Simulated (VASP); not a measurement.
Write the native input for VASP 6.6.1 that does the following.

- Task: single point
- Functional: r2SCAN
- Potentials or basis: VASP PAW PBE potentials, release 64 (Sc_sv, Al, N)
- Cutoff: 520 eV
- k mesh: 10 × 10 × 10
- Occupations: gaussian, width 0.01 eV
- Spin: no spin polarisation
- Dipole correction: no
- Further INCAR settings: ALGO = Normal; EDIFF = 1e-06; NBANDS = 30

The system is ScAl3N4.

```
Sc Al N
1.0
    -3.20529    0.00000    0.00000
     0.00000    5.59697    0.00029
     1.60264   -2.79874   -5.05974
Sc Al N
1 3 4
Direct
  0.00547 0.33567 0.01094
  0.49997 0.83659 0.99995
  0.75333 0.41629 0.50665
  0.24559 0.91670 0.49118
  0.79999 0.13054 0.59997
  0.30603 0.64288 0.61206
  0.56822 0.21313 0.13643
  0.05740 0.74420 0.11481
```

This cell differs from its parent crystal: atoms moved along the polar distortion.

These files were run (other wordings do the same):

POSCAR

```
ScAl3N4
1.0
   -3.2052862866      0.0000000000      0.0000000000
    0.0000000000      5.5969653234      0.0002871281
    1.6026431433     -2.7987429175     -5.0597362566
Sc Al N
1 3 4
Direct
    0.0054713557      0.3356654058      0.0109427114
    0.4999735652      0.8365872188     -0.0000528696
    0.7533274808      0.4162905767      0.5066549616
    0.2455917410      0.9166975808      0.4911834821
    0.7999859743      0.1305421450      0.5999719485
    0.3060298750      0.6428830003      0.6120597499
    0.5682168671      0.2131319380      0.1364337342
    0.0574031408      0.7442021347      0.1148062817
```

INCAR.step1

```
SYSTEM = ScAl3N4
  PREC = Accurate
  ENCUT = 520
  ISMEAR = 0
  SIGMA = 0.01
  LREAL = .False.
  LASPH = .True.
  NELM = 60
  NBANDS = 30
  GGA = PE
  ALGO = Normal
  EDIFF = 1E-4
  LWAVE = .True.
  LCHARG = .False.
```

INCAR.step2

```
SYSTEM = ScAl3N4
  PREC = Accurate
  ENCUT = 520
  EDIFF = 1E-6
  ISMEAR = 0
  SIGMA = 0.01
  LREAL = .False.
  LASPH = .True.
  NELM = 60
  ALGO = Normal
  ISIF = 2
  LWAVE = .False.
  LCHARG = .False.
  METAGGA = R2SCAN
  LMIXTAU = .True.
  NBANDS = 30
  ISTART = 1
```

KPOINTS

```
Automatic mesh
0
Gamma
  10 10 10
  0 0 0
```

Potentials or basis: VASP PAW PBE potentials, release 64 (Sc_sv, Al, N).

Command:

```bash
$ cat potpaw_PBE.64/Sc_sv/POTCAR potpaw_PBE.64/Al/POTCAR potpaw_PBE.64/N/POTCAR > POTCAR
$ cp INCAR.step1 INCAR
$ mpirun -np 1 vasp_std > vasp.out
$ cp INCAR.step2 INCAR
$ mpirun -np 1 vasp_std > vasp.out
```

It gave:

```
Pressure               : 0.2 GPa
Largest force          : 0.119 eV/Å
Band gap on the k mesh : 4.29 eV (least direct gap 4.44 eV)
```

Caveat: the cell differs from its parent crystal (atoms moved along the polar distortion); the PAW data sets were made with another functional, which shifts forces and pressure a little.

Run time: 18 min on 1 thread of Intel(R) Xeon(R) 6975P-C (Granite Rapids), on a shared host, peak memory 0.73 GiB.
